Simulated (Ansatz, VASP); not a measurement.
## Two plane-wave programs on Al2Cu

```
Al Cu
1.0
     4.10518    0.00000    0.00000
     0.00000    4.10518    0.00000
     0.00000    0.00000    2.89131
Al Cu
2 1
Direct
  0.50000 0.00000 0.50000
  0.00000 0.50000 0.50000
  0.00000 0.00000 0.00000
```

Alike in both runs: task single point; functional PBEsol; k mesh 10 × 10 × 14; occupations gaussian, width 0.1 eV; no spin polarisation.

|  | VASP | Ansatz |
| --- | --- | --- |
| version | VASP 6.6.1 | Ansatz 0.2.0 |
| potentials or method | VASP PAW PBE potentials, release 64 (Al, Cu), cutoff 520 eV | scalar-relativistic, plane waves, PAW |
| valence electrons in the cell | 17 | 25 |

VASP gave:

| Property | Result |
| --- | --- |
| gap on the k mesh at the Fermi level (eV) | none |
| pressure (GPa) | -2.2 |
| traceless stress, the component that is largest in VASP (GPa) | -0.65 |

Q: Which values does Ansatz return?

A: gap on the k mesh at the Fermi level (eV): none; pressure (GPa): -2.4; traceless stress, the component that is largest in VASP (GPa): -0.67.

VASP's potentials were made for PBE, not for PBEsol. A gap of «none» marks a metal or a gap that the smearing closes. VASP's potentials hold 17 valence electrons a cell and Ansatz's 25, so a difference there can come from the potentials and not from the codes.
